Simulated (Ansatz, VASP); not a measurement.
## One calculation of GeSe3, two programs

Contents of INCAR:

```
SYSTEM = GeSe3
ALGO = Normal
EDIFF = 1E-6
EDIFFG = -0.04
ENCUT = 600
GGA = PE
IBRION = 2
ISIF = 3
ISMEAR = 0
LASPH = .TRUE.
LCHARG = .FALSE.
LREAL = .FALSE.
LWAVE = .FALSE.
NELM = 100
NSW = 90
PREC = Accurate
SIGMA = 0.1
```

KPOINTS

```
k-points
0
G
  4 4 4
  0 0 0
```

File POSCAR:

```
GeSe3
1.0
    4.5458613554      0.0000000000      0.0000000000
    0.0000000000      4.5458613554      0.0000000000
    0.0000000000      0.0000000000      4.5458613554
Ge Se
1 3
Direct
    0.0000000000      0.0000000000      0.0000000000
    0.0000000000      0.5000000000      0.5000000000
    0.5000000000      0.0000000000      0.5000000000
    0.5000000000      0.5000000000      0.0000000000
```

Input for Ansatz:

```yaml
crystal:
  lattice:
    - [4.5458613554, 0.0, 0.0]
    - [0.0, 4.5458613554, 0.0]
    - [0.0, 0.0, 4.5458613554]
  atoms:
    - { symbol: Ge, position: [0.0, 0.0, 0.0] }
    - { symbol: Se, position: [0.0, 0.5, 0.5] }
    - { symbol: Se, position: [0.5, 0.0, 0.5] }
    - { symbol: Se, position: [0.5, 0.5, 0.0] }
basis:
  ecutwfc: 420
kpoints:
  mp_grid: { grid: [4, 4, 4] }
hamiltonian:
  xc: pbe
scf:
  occupations: { method: gaussian, width: 0.1 }
  lower_state_search: "off"
output:
  forces: true
  stress: true
  eigenvalues: true
relax:
  adjacent_minimum: "off"
  f_tol: 0.04
  max_steps: 70
  cell: { stress_tol: 0.4 }
```

Alike in both runs: task relaxation of cell and atoms; functional PBE; k mesh 4 × 4 × 4; occupations gaussian, width 0.1 eV; no spin polarisation.

|  | VASP | Ansatz |
| --- | --- | --- |
| version | VASP 6.6.1 | Ansatz 0.2.0 |
| potentials or method | VASP PAW PBE potentials, release 64 (Ge_d, Se), cutoff 600 eV | scalar-relativistic, plane waves, PAW |
| valence electrons in the cell | 32 | 62 |

```tsv
	VASP	Ansatz	Ansatz less VASP
gap on the k mesh at the Fermi level, each at its own relaxed structure (eV)	none	none	-
relaxed volume (Å³/atom)	21.18	21.28	+0.099
relaxed cell length with the largest relative difference (Å)	4.392	4.399	+0.0068
```

A gap of «none» marks a metal or a gap that the smearing closes. VASP's potentials hold 32 valence electrons a cell and Ansatz's 62, so a difference there can come from the potentials and not from the codes.
